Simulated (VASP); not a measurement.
# Nb (Pm-3m) in VASP: notebook, part 3 of 3

VASP 6.6.1. The steps go on from the part before.

## Step 5: Single point, PBE, non-collinear spin, zero start, spin-orbit coupling

INCAR reads:

```
ALGO = Normal ; EDIFF = 1E-6
ENCUT = 520 ; GGA = PE
GGA_COMPAT = False ; ISIF = 2
ISMEAR = 0 ; LASPH = True
LCHARG = True ; LMAXMIX = 4
LNONCOLLINEAR = True ; LORBIT = 11
LORBMOM = True ; LREAL = False
LSORBIT = True ; LVHAR = True
LWAVE = False ; MAGMOM = 0 0 0
NBANDS = 24 ; NELM = 150
PREC = Accurate ; SIGMA = 0.025
```

KPOINTS reads:

```
k-points
0
Gamma
  8 8 8
```

POSCAR reads:

```
Nb
1.0
    2.7196400000      0.0000000000      0.0000000000
    0.0000000000      2.7196400000      0.0000000000
    0.0000000000      0.0000000000      2.7196400000
Nb
1
Direct
    0.5000000000      0.5000000000      0.5000000000
```

Potentials or basis: VASP PAW PBE potentials, release 64 (Nb_sv).

Run with:

```
$ cat potpaw_PBE.64/Nb_sv/POTCAR > POTCAR
$ mpirun -np 1 vasp_ncl > vasp.out
```

OUTCAR:

```text
EDIFF = 1E-6
   ENCUT = 520
   GGA = PE
   ISIF = 2
   ISMEAR = 0
   LASPH = True
   LNONCOLLINEAR = True
   LORBIT = 11
   LREAL = False
   LSORBIT = True
   NELM = 150
   PREC = Accurate

 ion  position               nearest neighbor table
   1  0.500  0.500  0.500-

  LATTYP: Found a simple cubic cell.
 ALAT       =     2.7196400000

  Lattice vectors:

 A1 = (   2.7196400000,   0.0000000000,   0.0000000000)
 A2 = (   0.0000000000,   2.7196400000,   0.0000000000)
 A3 = (   0.0000000000,   0.0000000000,   2.7196400000)

Analysis of symmetry for initial positions (statically):
=====================================================================
 Subroutine PRICEL returns:
 Original cell was already a primitive cell.

 Routine SETGRP: Setting up the symmetry group for a
 simple cubic supercell.

 Subroutine GETGRP returns: Found 48 space group operations
 (whereof 48 operations were pure point group operations)
 out of a pool of 48 trial point group operations.

The static configuration has the point symmetry O_h .

Analysis of symmetry for dynamics (positions and initial velocities):
=====================================================================
 Subroutine PRICEL returns:
 Original cell was already a primitive cell.

 Routine SETGRP: Setting up the symmetry group for a
 simple cubic supercell.

 Subroutine GETGRP returns: Found 48 space group operations
 (whereof 48 operations were pure point group operations)
 out of a pool of 48 trial point group operations.

The dynamic configuration has the point symmetry O_h .

Analysis of structural, dynamic, and magnetic symmetry:
=====================================================================
 Subroutine PRICEL returns:
 Original cell was already a primitive cell.

[... 819 lines left out ...]
  Total       -0.2337588     -0.2337588     -0.2337588     -0.0000000     -0.0000000      0.0000000
  in kB      -18.6184791    -18.6184791    -18.6184791     -0.0000000     -0.0000000      0.0000000
  external PRESSURE =     -18.6184791 kB  Pullay stress =       0.0000000 kB

 VOLUME and BASIS-vectors are now :
 -----------------------------------------------------------------------------
  energy-cutoff  :      520.00
  volume of cell :       20.12
      direct lattice vectors                 reciprocal lattice vectors
     2.719640000  0.000000000  0.000000000     0.367695724  0.000000000  0.000000000
     0.000000000  2.719640000  0.000000000     0.000000000  0.367695724  0.000000000
     0.000000000  0.000000000  2.719640000     0.000000000  0.000000000  0.367695724

 POSITION                                       TOTAL-FORCE (eV/Angst)
 -----------------------------------------------------------------------------------
      1.35982      1.35982      1.35982         0.000000      0.000000      0.000000
 -----------------------------------------------------------------------------------
    total drift:                                0.000000      0.000000      0.000000

  FREE ENERGIE OF THE ION-ELECTRON SYSTEM (eV)
  ---------------------------------------------------
  free  energy   TOTEN  =        -9.3688321364 eV

  energy  without entropy=       -9.3680369302  energy(sigma->0) =       -9.36843453

 orbital moment (x)

 # of ion     p       d       tot
 ----------------------------------------
  1         0.000  -0.000  -0.000
 ----------------------------------------
            0.000  -0.000  -0.000

 orbital moment (y)

 # of ion     p       d       tot
 ----------------------------------------
  1        -0.000  -0.000  -0.000
 ----------------------------------------
           -0.000  -0.000  -0.000

 orbital moment (z)

 # of ion     p       d       tot
 ----------------------------------------
  1         0.000   0.000   0.000
 ----------------------------------------
            0.000   0.000   0.000

 Spin-Orbit-Coupling matrix elements

 Ion:    1  E_soc:     -0.1753841
 l=   1
     0.0000000    -0.0268469    -0.0268469
    -0.0268469     0.0000000    -0.0268469
    -0.0268469    -0.0268469     0.0000000
 l=   2
     0.0000000    -0.0002946     0.0000000    -0.0002946    -0.0020892
    -0.0002946     0.0000000    -0.0015669    -0.0002946    -0.0005223
     0.0000000    -0.0015669     0.0000000    -0.0015669     0.0000000
    -0.0002946    -0.0002946    -0.0015669     0.0000000    -0.0005223
    -0.0020892    -0.0005223     0.0000000    -0.0005223     0.0000000
 l=   3
     0.0000000     0.0000000     0.0000000     0.0000000     0.0000000     0.0000000     0.0000000
     0.0000000     0.0000000     0.0000000     0.0000000     0.0000000     0.0000000     0.0000000
     0.0000000     0.0000000     0.0000000     0.0000000     0.0000000     0.0000000     0.0000000
     0.0000000     0.0000000     0.0000000     0.0000000     0.0000000     0.0000000     0.0000000
     0.0000000     0.0000000     0.0000000     0.0000000     0.0000000     0.0000000     0.0000000
     0.0000000     0.0000000     0.0000000     0.0000000     0.0000000     0.0000000     0.0000000
     0.0000000     0.0000000     0.0000000     0.0000000     0.0000000     0.0000000     0.0000000

 total charge

# of ion       s       p       d       tot
------------------------------------------
    1        2.234   5.958   2.617  10.808

 magnetization (x)

# of ion       s       p       d       tot
------------------------------------------
    1       -0.000  -0.000   0.000  -0.000

 magnetization (y)

# of ion       s       p       d       tot
------------------------------------------
    1        0.000   0.000   0.000   0.000

 magnetization (z)

# of ion       s       p       d       tot
------------------------------------------
    1       -0.000  -0.000  -0.000  -0.000
```

OSZICAR:

```text
N       E                     dE             d eps       ncg     rms          rms(c)
DAV:   1     0.150606033598E+03    0.15061E+03   -0.72900E+03  1696   0.113E+03
DAV:   2     0.190985968621E+01   -0.14870E+03   -0.14276E+03  1792   0.448E+02
DAV:   3    -0.907803950463E+01   -0.10988E+02   -0.10523E+02  3160   0.896E+01
DAV:   4    -0.964206398341E+01   -0.56402E+00   -0.55193E+00  2264   0.166E+01
DAV:   5    -0.965697519754E+01   -0.14911E-01   -0.14907E-01  2736   0.303E+00    0.651E+00
DAV:   6    -0.937510713846E+01    0.28187E+00   -0.46550E-01  2536   0.860E+00    0.238E+00
DAV:   7    -0.936178937043E+01    0.13318E-01   -0.13798E-01  2864   0.422E+00    0.963E-01
DAV:   8    -0.936783895584E+01   -0.60496E-02   -0.98811E-03  2240   0.112E+00    0.703E-01
DAV:   9    -0.936888099255E+01   -0.10420E-02   -0.27495E-03  2552   0.612E-01    0.688E-02
DAV:  10    -0.936883849593E+01    0.42497E-04   -0.14103E-04  2512   0.121E-01    0.436E-02
DAV:  11    -0.936883392345E+01    0.45725E-05   -0.37264E-05  2488   0.809E-02    0.177E-02
DAV:  12    -0.936883284048E+01    0.10830E-05   -0.21216E-06  2048   0.203E-02    0.700E-03
DAV:  13    -0.936883213635E+01    0.70412E-06   -0.60122E-07  1392   0.109E-02
   1 F= -.93688321E+01 E0= -.93684345E+01  d E =-.795206E-03  mag=     0.0000     0.0000    -0.0000
```

stdout:

```text
POSCAR found type information on POSCAR Nb
 POSCAR found :  1 types and       1 ions
 scaLAPACK will be used
 LDA part: xc-table for (Slater+PW92), standard interpolation
 POSCAR, INCAR and KPOINTS ok, starting setup
 FFT: planning ... GRIDC
 FFT: planning ... GRID_SOFT
 FFT: planning ... GRID
 WAVECAR not read
 entering main loop
```

Run time: 46 s. Hardware: 1 thread of Intel Xeon 8259CL, shared host; peak memory 0.17 GiB.

Results:

| Quantity | Value |
| --- | --- |
| Free energy | -9.3688 eV |
| Pressure | -1.9 GPa |
| Net moment | 0.00 μB per cell |
| Valence electrons inside the program's atomic spheres | Nb 10.81 |

Moments on the atoms (μB; x, y, z):
```
Nb  0.00 0.00 0.00
```

## Step 6: Single point, PBE, non-collinear spin, zero start, spin-orbit coupling

INCAR reads:

```
ALGO = Normal
EDIFF = 1E-6
ENCUT = 520
GGA = PE
GGA_COMPAT = False
ISIF = 2
ISMEAR = 0
LASPH = True
LCHARG = False
LMAXMIX = 4
LORBIT = 11
LORBMOM = True
LREAL = False
LSORBIT = True
LWAVE = False
MAGMOM = 0 0 0
NBANDS = 24
NELM = 150
PREC = Accurate
SIGMA = 0.01
```

KPOINTS is that of step 5.

POSCAR is that of step 5.

Potentials or basis: VASP PAW PBE potentials, release 64 (Nb_sv).

Run with:

```
$ cat potpaw_PBE.64/Nb_sv/POTCAR > POTCAR
$ mpirun -np 1 vasp_ncl > vasp.out
```

OUTCAR:

```text
EDIFF = 1E-6
   ENCUT = 520
   GGA = PE
   ISIF = 2
   ISMEAR = 0
   LASPH = True
   LORBIT = 11
   LREAL = False
   LSORBIT = True
   NELM = 150
   PREC = Accurate

 ion  position               nearest neighbor table
   1  0.500  0.500  0.500-

  LATTYP: Found a simple cubic cell.
 ALAT       =     2.7196400000

  Lattice vectors:

 A1 = (   2.7196400000,   0.0000000000,   0.0000000000)
 A2 = (   0.0000000000,   2.7196400000,   0.0000000000)
 A3 = (   0.0000000000,   0.0000000000,   2.7196400000)

Analysis of symmetry for initial positions (statically):
=====================================================================
 Subroutine PRICEL returns:
 Original cell was already a primitive cell.
[... 893 lines left out ...]
  1         0.000   0.000   0.000
 ----------------------------------------
            0.000   0.000   0.000

 Spin-Orbit-Coupling matrix elements

 Ion:    1  E_soc:     -0.1753643
 l=   1
     0.0000000    -0.0268559    -0.0268559
    -0.0268559     0.0000000    -0.0268559
    -0.0268559    -0.0268559     0.0000000
 l=   2
     0.0000000    -0.0002921     0.0000000    -0.0002921    -0.0020794
    -0.0002921     0.0000000    -0.0015596    -0.0002921    -0.0005199
     0.0000000    -0.0015596     0.0000000    -0.0015596     0.0000000
    -0.0002921    -0.0002921    -0.0015596     0.0000000    -0.0005199
    -0.0020794    -0.0005199     0.0000000    -0.0005199     0.0000000
 l=   3
     0.0000000     0.0000000     0.0000000     0.0000000     0.0000000     0.0000000     0.0000000
     0.0000000     0.0000000     0.0000000     0.0000000     0.0000000     0.0000000     0.0000000
     0.0000000     0.0000000     0.0000000     0.0000000     0.0000000     0.0000000     0.0000000
     0.0000000     0.0000000     0.0000000     0.0000000     0.0000000     0.0000000     0.0000000
     0.0000000     0.0000000     0.0000000     0.0000000     0.0000000     0.0000000     0.0000000
     0.0000000     0.0000000     0.0000000     0.0000000     0.0000000     0.0000000     0.0000000
     0.0000000     0.0000000     0.0000000     0.0000000     0.0000000     0.0000000     0.0000000

 total charge

# of ion       s       p       d       tot
------------------------------------------
    1        2.234   5.958   2.617  10.808

 magnetization (x)

# of ion       s       p       d       tot
------------------------------------------
    1        0.000   0.000   0.000   0.000

 magnetization (y)

# of ion       s       p       d       tot
------------------------------------------
    1        0.000  -0.000   0.000   0.000

 magnetization (z)

# of ion       s       p       d       tot
------------------------------------------
    1        0.000   0.000   0.000   0.000
```

stdout:

```text
POSCAR found type information on POSCAR Nb
 POSCAR found :  1 types and       1 ions
 scaLAPACK will be used
 LDA part: xc-table for (Slater+PW92), standard interpolation
 POSCAR, INCAR and KPOINTS ok, starting setup
 FFT: planning ... GRIDC
 FFT: planning ... GRID_SOFT
 FFT: planning ... GRID
 WAVECAR not read
 entering main loop
```

Wall time 50 s (1 thread of Intel Xeon 8259CL, shared host); peak memory 0.17 GiB.

What came out:

| Quantity | Value |
| --- | --- |
| Free energy | -9.3685 eV |
| Pressure | -1.8 GPa |
| Net moment | 0.00 μB per cell |
| Valence electrons inside the program's atomic spheres | Nb 10.81 |

Moments on the atoms (μB; x, y, z):
```
Nb  0.00 0.00 0.00
```

## Step 7: The runs side by side

```csv
level,spin,smearing,pressure (GPa),moment (μB)
r2SCAN,off,gaussian 0.05 eV,-3.6,-
PBE,"non-collinear, zero start, SOC",gaussian 0.05 eV,-1.8,0.00
PBE,"non-collinear, zero start, SOC",gaussian 0.025 eV,-1.9,0.00
PBE,"non-collinear, zero start, SOC",gaussian 0.01 eV,-1.8,0.00
```

Alike in all rows: task single point; potentials or basis VASP PAW PBE potentials, release 64 (Nb_sv); cell as given; k mesh 8 × 8 × 8; cutoff (eV) 520.

The pressure there spans -3.6 GPa (r2SCAN) to -1.8 GPa (PBE); a positive pressure means that this level wants a larger cell, a negative one a smaller.

Caveats: the cell stands under tension (at least some runs); the PAW data sets were made with another functional, which shifts forces and pressure a little (at least some runs).

Total energies depend on the potentials used, so only differences within one code and one set of settings carry meaning.
